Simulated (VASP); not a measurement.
# Sc (Fd-3m) in VASP: a series of runs

Runs on Sc. Level: r2SCAN. Tasks: single point, relaxation of cell and atoms.

All numbers are computed with VASP 6.6.1; they aren't measurements. Logs are shortened: lines on timing, memory, paths and dates and some standing lists are left out, and cuts for length are marked.

### 1 The cell of the first run

It takes space group Fd-3m (No. 227, cubic). Conventional cell: a = 6.357 Å, b = 6.357 Å, c = 6.357 Å, α = 90.00°, β = 90.00°, γ = 90.00°. Within 3.6 Å of Sc (site symmetry -43m) lie 4 Sc at 2.75 Å.

### 2 Single point, r2SCAN

The input, POSCAR:

```
Sc
1.0
    0.0000000000      3.1785330517      3.1785330517
    3.1785330517      0.0000000000      3.1785330517
    3.1785330517      3.1785330517      0.0000000000
Sc
2
Direct
    0.1250000000      0.1250000000      0.1250000000
    0.8750000000      0.8750000000      0.8750000000
```

The input, INCAR.step1:

```
ALGO = Normal
EDIFF = 1E-4
ENCUT = 520
GGA = PE
ISMEAR = -1
LASPH = True
LCHARG = False
LREAL = False
LWAVE = True
NBANDS = 18
NELM = 80
PREC = Accurate
SIGMA = 0.1
```

The input, INCAR.step2:

```
ALGO = Normal
EDIFF = 1E-7
ENCUT = 520
ISIF = 2
ISMEAR = -1
ISTART = 1
LASPH = True
LCHARG = False
LMIXTAU = True
LREAL = False
LWAVE = False
METAGGA = R2SCAN
NBANDS = 18
NELM = 80
PREC = Accurate
SIGMA = 0.1
```

The input, KPOINTS:

```
k-points
0
Gamma
  9 9 9
```

Potentials or basis: VASP PAW PBE potentials, release 64 (Sc_sv).

The run is started by

```sh
$ cat potpaw_PBE.64/Sc_sv/POTCAR > POTCAR
$ cp INCAR.step1 INCAR
$ mpirun -np 1 vasp_std > vasp.out
$ cp INCAR.step2 INCAR
$ mpirun -np 1 vasp_std > vasp.out
```

OUTCAR:

```text
EDIFF = 1E-7
   ENCUT = 520
   ISIF = 2
   ISMEAR = -1
   ISTART = 1
   LASPH = True
   LREAL = False
   METAGGA = R2SCAN
   NELM = 80
   PREC = Accurate

 ion  position               nearest neighbor table
   1  0.125  0.125  0.125-   2 2.75   2 2.75   2 2.75   2 2.75
   2  0.875  0.875  0.875-   1 2.75   1 2.75   1 2.75   1 2.75

  LATTYP: Found a face centered cubic cell.
 ALAT       =     6.3570661034

  Lattice vectors:

 A1 = (   0.0000000000,   3.1785330517,   3.1785330517)
 A2 = (   3.1785330517,   0.0000000000,   3.1785330517)
 A3 = (   3.1785330517,   3.1785330517,   0.0000000000)

Analysis of symmetry for initial positions (statically):
=====================================================================
 Subroutine PRICEL returns:
 Original cell was already a primitive cell.

 Routine SETGRP: Setting up the symmetry group for a
 face centered cubic supercell.

 Subroutine GETGRP returns: Found 48 space group operations
 (whereof 12 operations were pure point group operations)
 out of a pool of 48 trial point group operations.

The static configuration has the point symmetry D_3d.
 The point group associated with its full space group is O_h .

Analysis of symmetry for dynamics (positions and initial velocities):
=====================================================================
 Subroutine PRICEL returns:
 Original cell was already a primitive cell.

 Routine SETGRP: Setting up the symmetry group for a
 face centered cubic supercell.

 Subroutine GETGRP returns: Found 48 space group operations
 (whereof 12 operations were pure point group operations)
 out of a pool of 48 trial point group operations.

The dynamic configuration has the point symmetry D_3d.
 The point group associated with its full space group is O_h .

 Subroutine INISYM returns: Found 48 space group operations
 (whereof 12 operations are pure point group operations),
 and found     1 'primitive' translations

----------------------------------------------------------------------------------------

                                     Primitive cell

  volume of cell :      64.2259

  direct lattice vectors                    reciprocal lattice vectors
     0.000000000  3.178533052  3.178533052    -0.157305270  0.157305270  0.157305270
     3.178533052  0.000000000  3.178533052     0.157305270 -0.157305270  0.157305270
     3.178533052  3.178533052  0.000000000     0.157305270  0.157305270 -0.157305270
[... 76 lines left out ...]
   ISTART =      1    job   : 0-new  1-cont  2-samecut
   ICHARG =      0    charge: 1-file 2-atom 10-const
   ISPIN  =      1    spin polarized calculation?
   LNONCOLLINEAR =      F non collinear calculations
   LSORBIT =      F    spin-orbit coupling
   LASPH  =      T    aspherical Exc in radial PAW
   ENCUT  =  520.0 eV  38.22 Ry    6.18 a.u.   8.36  8.36  8.36*2*pi/ulx,y,z
   NELM   =     80;   NELMIN=  2; NELMDL=  0     # of ELM steps
   EDIFF  = 0.1E-06   stopping-criterion for ELM
   LREAL  =      F    real-space projection
   EDIFFG = 0.1E-05   stopping-criterion for IOM
   NSW    =      0    number of steps for IOM
   IBRION =     -1    ionic relax: 0-MD 1-quasi-New 2-CG
   NFREE  =      0    steps in history (QN), initial steepest desc. (CG)
   ISIF   =      2    stress and relaxation
   ISYM   =      2    0-nonsym 1-usesym 2-fastsym
   POTIM  = 0.5000    time-step for ionic-motion
   TEBEG  =    0.0;   TEEND  =   0.0 temperature during run
   PSTRESS=    0.0 pullay stress
   NELECT =      22.0000    total number of electrons
   NUPDOWN=      -1.0000    fix difference up-down
   EMIN   =  10.00;   EMAX   =-10.00  energy-range for DOS
   EFERMI =   0.00;   METHOD = LEGACY
   ISMEAR =    -1;   SIGMA  =   0.10  broadening in eV -4-tet -1-fermi 0-gaus
   EFERMI_NEDOS =   21; number of points for ismear=-14 and -15
   IALGO  =     38    algorithm
   IMIX   =      4    mixing-type and parameters
     AMIX     =   0.40;   BMIX     =  1.00
     AMIX_MAG =   1.60;   BMIX_MAG =  1.00
  volume/ion in A,a.u.               =      32.11       216.71
  Fermi-wavevector in a.u.,A,eV,Ry     =   1.145458  2.164601 17.851837  1.312073
  Thomas-Fermi vector in A             =   2.282146
   LORBIT       =      0    0 simple, 1 ext, 2 COOP (PROOUT), +10 PAW based schemes
   METAGGA = R2SCAN    functional components
   LHFCALC =     F    Hartree Fock is set to
   AEXX    =    0.0000 exact exchange contribution
   IVDW    =     0    specifies the selected vdW correction
   LEPSILON=     F    determine dielectric tensor
   LRPA    =     F    only Hartree local field effects (RPA)
 non-spin polarized calculation
  energy-cutoff  :      520.00
  volume of cell :       64.23
 maximum number of plane-waves:      1759
 NGX is ok and might be reduce to    36
   NGX = 17   NGY = 17   NGZ = 17

 number of electron      22.0000002 magnetization

 Free energy of the ion-electron system (eV)
  ---------------------------------------------------
  ext. energy  EPLUGINS =         0.00000000
  ---------------------------------------------------
  free energy    TOTEN  =       -18.45732828 eV

  energy without entropy =      -18.31836475  energy(sigma->0) =      -18.38784652

 E-fermi :   2.1682     XC(G=0):  -9.3012

 val. band max:        2.1630864463   @ k =   0.3333   0.0000   0.0000
 cond. band min:       2.1869733044   @ k =  -0.2222   0.2222   0.0000
 fundamental gap:      0.0238868581
 Fermi energy:         2.1681681460

 k-point     1 :       0.0000    0.0000    0.0000
  band No.  band energies     occupation
      1     -49.9238      2.00000
      2     -49.6486      2.00000
      3     -27.7512      2.00000
      4     -27.7512      2.00000
      5     -27.7512      2.00000
      6     -27.2840      2.00000
[... 481 lines left out ...]
      5     -27.5661      2.00000
      6     -27.4861      2.00000
[... 10 lines left out ...]
     17       5.1781      0.00000
     18       5.1781      0.00000

 [... further k-points ...]
[... 5 lines left out ...]
  --------------------------------------------------------------------------------------
  -------------------------------------------------------------------------------------
  Total        0.0247124      0.0247124      0.0247124     -0.0000000     -0.0000000     -0.0000000
  in kB        0.6164750      0.6164750      0.6164750     -0.0000000     -0.0000000     -0.0000000
  external PRESSURE =       0.6164750 kB  Pullay stress =       0.0000000 kB

 VOLUME and BASIS-vectors are now :
 -----------------------------------------------------------------------------
  energy-cutoff  :      520.00
  volume of cell :       64.23
      direct lattice vectors                 reciprocal lattice vectors
     0.000000000  3.178533052  3.178533052    -0.157305270  0.157305270  0.157305270
     3.178533052  0.000000000  3.178533052     0.157305270 -0.157305270  0.157305270
     3.178533052  3.178533052  0.000000000     0.157305270  0.157305270 -0.157305270

 POSITION                                       TOTAL-FORCE (eV/Angst)
 -----------------------------------------------------------------------------------
      0.79463      0.79463      0.79463         0.000000      0.000000      0.000000
      5.56243      5.56243      5.56243        -0.000000     -0.000000     -0.000000
 -----------------------------------------------------------------------------------
    total drift:                                0.000000      0.000000      0.000000

  FREE ENERGIE OF THE ION-ELECTRON SYSTEM (eV)
  ---------------------------------------------------
  free  energy   TOTEN  =       -18.4573282805 eV

  energy  without entropy=      -18.3183647521  energy(sigma->0) =      -18.38784652
```

OSZICAR.step1:

```text
N       E                     dE             d eps       ncg     rms          rms(c)
DAV:   1     0.376730186271E+03    0.37673E+03   -0.10660E+04  1260   0.122E+03
DAV:   2     0.115477370174E+02   -0.36518E+03   -0.35715E+03  1620   0.531E+02
DAV:   3    -0.915142723446E+01   -0.20699E+02   -0.19879E+02  2100   0.150E+02
DAV:   4    -0.962968221705E+01   -0.47825E+00   -0.47446E+00  1910   0.220E+01
DAV:   5    -0.963723032022E+01   -0.75481E-02   -0.75384E-02  2056   0.266E+00    0.614E+00
DAV:   6    -0.862989256203E+01    0.10073E+01   -0.38962E+00  1794   0.169E+01    0.122E+00
DAV:   7    -0.859573953749E+01    0.34153E-01   -0.17355E-01  1910   0.322E+00    0.548E-01
DAV:   8    -0.859052785259E+01    0.52117E-02   -0.20870E-02  1612   0.181E+00    0.217E-01
DAV:   9    -0.859018421927E+01    0.34363E-03   -0.70957E-03  1730   0.804E-01    0.629E-02
DAV:  10    -0.859007330771E+01    0.11091E-03   -0.89931E-04  1512   0.279E-01    0.581E-03
DAV:  11    -0.859008026530E+01   -0.69576E-05   -0.32314E-05   800   0.116E-01
   1 F= -.85900803E+01 E0= -.85089196E+01  d E =-.162321E+00
```

It took 1.8 min on 1 thread of Intel Xeon 6975P-C (Granite Rapids), shared host; peak memory 0.22 GiB.

What came out:

- Free energy: -18.4573 eV
- Pressure: 0.1 GPa
- Band gap on the k mesh: zero (band 11 reaches 2.51 eV, above the bottom of band 12 at 1.99 eV)

Caveat: the PAW data sets were made with another functional, which shifts forces and pressure a little.

### 3 Single point, r2SCAN

POSCAR is that of step 2.

The input, INCAR.step1:

```
SYSTEM = Sc
PREC = Accurate
ENCUT = 520
ISMEAR = -1
SIGMA = 0.1
LREAL = .FALSE.
LASPH = .TRUE.
NELM = 60
NBANDS = 18
GGA = PE
ALGO = Normal
EDIFF = 1E-4
LWAVE = .TRUE.
LCHARG = .FALSE.
```

The input, INCAR.step2:

```
SYSTEM = Sc
PREC = Accurate
ENCUT = 520
EDIFF = 1E-7
ISMEAR = -1
SIGMA = 0.1
LREAL = .FALSE.
LASPH = .TRUE.
NELM = 60
ALGO = Normal
ISIF = 2
LWAVE = .FALSE.
LCHARG = .FALSE.
METAGGA = R2SCAN
LMIXTAU = .TRUE.
NBANDS = 18
ISTART = 1
```

The input, KPOINTS:

```
Automatic mesh
0
G
  14 14 14
  0 0 0
```

Potentials or basis: VASP PAW PBE potentials, release 64 (Sc_sv).

The run is started by

```sh
$ cat potpaw_PBE.64/Sc_sv/POTCAR > POTCAR
$ cp INCAR.step1 INCAR
$ mpirun -np 1 vasp_std > vasp.out
$ cp INCAR.step2 INCAR
$ mpirun -np 1 vasp_std > vasp.out
```

Wall time 5.1 min (1 thread of Intel Xeon 6975P-C (Granite Rapids), shared host); peak memory 0.27 GiB.

It converged, with:

```yaml
Free_energy: -18.4576 eV
Pressure: 0.0 GPa
Band_gap_on_the_k_mesh: zero (band 11 reaches 2.56 eV, above the bottom of band 12 at 1.97 eV)
```

Levels at points of the mesh, in eV from the Fermi level:
| k point | band 9 | band 10 | band 11 | band 12 | band 13 | band 14 |
| --- | --- | --- | --- | --- | --- | --- |
| (0.00, 0.00, 0.00) | -4.53 | -0.08 | -0.08 | 0.37 | 0.37 | 0.37 |
| (0.50, 0.00, 0.00) | -1.90 | -1.29 | -0.13 | -0.13 | 0.50 | 0.50 |
| (0.50, 0.50, 0.00) | -1.32 | -1.32 | 0.02 | 0.02 | 0.64 | 0.64 |

Caveat: the PAW data sets were made with another functional, which shifts forces and pressure a little.

### 4 Relaxation of cell and atoms, r2SCAN

This run uses another cell than the first one, of 33.75 Å³/atom, 1.051 times its volume.

The input, POSCAR:

```
Sc
1.0
    0.0000000000      3.2317434665      3.2317434665
    3.2317434665      0.0000000000      3.2317434665
    3.2317434665      3.2317434665      0.0000000000
Sc
2
Direct
    0.1250000000      0.1250000000      0.1250000000
    0.8750000000      0.8750000000      0.8750000000
```

The input, INCAR.step1:

```
ALGO = Normal
EDIFF = 1E-4
ENCUT = 600
GGA = PE
ISMEAR = -1
LASPH = True
LCHARG = False
LREAL = False
LWAVE = True
NELM = 100
PREC = Accurate
SIGMA = 0.1
```

The input, INCAR.step2:

```
ALGO = Normal
EDIFF = 1E-6
EDIFFG = -0.01
ENCUT = 600
IBRION = 2
ISIF = 3
ISMEAR = -1
ISTART = 1
LASPH = True
LCHARG = False
LMIXTAU = True
LREAL = False
LWAVE = False
METAGGA = R2SCAN
NELM = 100
NSW = 80
PREC = Accurate
SIGMA = 0.1
```

The input, KPOINTS:

```
k-points
0
Gamma
  9 9 9
```

The run is started by

```sh
$ cat potpaw_PBE.64/Sc_sv/POTCAR > POTCAR
$ cp INCAR.step1 INCAR
$ mpirun -np 1 vasp_std > vasp.out
$ cp INCAR.step2 INCAR
$ mpirun -np 1 vasp_std > vasp.out
```

Run time: 8 min. Hardware: 1 thread of Intel Xeon 6975P-C (Granite Rapids), shared host; peak memory 0.26 GiB.

It converged, with:

```
Free energy                            : -18.4597 eV
Relaxed volume                         : 32.39 Å³/atom
Relaxed cell                           : a = 4.508 Å, b = 4.508 Å, c = 4.508 Å, α = 60.00°, β = 60.00°, γ = 60.00°
Space group after relaxing (to 0.05 Å) : Fd-3m (No. 227)
Energy gained by relaxing              : 2.0 meV/atom
Ionic steps                            : 6
Pressure after relaxing                : 0.0 GPa
Band gap on the k mesh                 : zero (band 11 reaches 2.47 eV, above the bottom of band 12 at 1.95 eV)
```

Step by step:
```
step  energy change (eV)  largest force (eV/Å)  pressure (GPa)  volume (Å³)
   1              0.0000                0.0000           -0.44        67.51
   2             -0.0021                0.0000           -0.28        66.61
   3             -0.0032                0.0000           -0.20        65.93
   4             -0.0041                0.0000            0.07        64.58
   5             -0.0041                0.0000           -0.05        64.93
   6             -0.0041                0.0000           -0.01        64.79
```

Final structure:
```cif
data_structure
_symmetry_space_group_name_H-M 'P 1'
_symmetry_Int_Tables_number 1
_cell_length_a 4.5082
_cell_length_b 4.5082
_cell_length_c 4.5082
_cell_angle_alpha 60.000
_cell_angle_beta 60.000
_cell_angle_gamma 60.000
_cell_volume 64.79
loop_
_atom_site_label
_atom_site_type_symbol
_atom_site_fract_x
_atom_site_fract_y
_atom_site_fract_z
_atom_site_occupancy
Sc1 Sc 0.12500 0.12500 0.12500 1
Sc2 Sc 0.87500 0.87500 0.87500 1
```

Levels at points of the mesh, in eV from the Fermi level:
```csv
k point,band 8,band 9,band 10,band 11,band 12,band 13,band 14,band 15
"(0.00, 0.00, 0.00)",-29.47,-4.52,-0.07,-0.07,0.36,0.36,0.36,1.78
```

Caveat: the PAW data sets were made with another functional, which shifts forces and pressure a little.

### 5 The runs side by side

```csv
task,cell,k mesh,cutoff (eV),gap on the mesh (eV),pressure (GPa)
single point,"a = 4.495 Å, angles 60.0°, 2 atoms",9 × 9 × 9,520,none,0.1
single point,"a = 4.495 Å, angles 60.0°, 2 atoms",14 × 14 × 14,520,none,0.0
relaxation of cell and atoms,"relaxed from a = 4.570 Å, angles 60.0°, 2 atoms",9 × 9 × 9,600,none,0.0
```

Alike in all rows: level r2SCAN; potentials or basis VASP PAW PBE potentials, release 64 (Sc_sv); no spin polarisation; smearing fermi-dirac 0.1 eV.

Caveats: the PAW data sets were made with another functional, which shifts forces and pressure a little.

Absolute energies hang on the potentials; compare differences alone.
